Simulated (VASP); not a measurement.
A run of VASP 6.6.1:

File INCAR:

```
SYSTEM = Zn
PREC = Accurate ; ENCUT = 520
EDIFF = 1E-7 ; ISMEAR = 1
SIGMA = 0.1 ; LREAL = .False.
LASPH = .True. ; NELM = 60
ALGO = Normal ; ISIF = 2
LWAVE = .False. ; LCHARG = .False.
GGA = PE ; NBANDS = 12
```

The input KPOINTS:

```
regular mesh
0
Gamma
  18 18 18
  0 0 0
```

File POSCAR:

```
Zn
1.0
    1.5655263818      1.5655263818      1.5655263818
   -1.5655263818      1.5655263818      1.5655263818
   -1.5655263818     -1.5655263818      1.5655263818
Zn
1
Direct
    0.0000000000      0.0000000000      0.0000000000
```

Potentials or basis: VASP PAW PBE potentials, release 64 (Zn).

Run with:

```bash
$ cat potpaw_PBE.64/Zn/POTCAR > POTCAR
$ mpirun -np 1 vasp_std > vasp.out
```

Hardware: 1 thread of AMD EPYC 7R13, with other jobs on the host.

Problem. Estimate the wall time of this run.

Solution. Run time: 54 s on 1 thread of AMD EPYC 7R13, on a shared host, peak memory 0.12 GiB. Counts: scf iterations 12, k points 195.
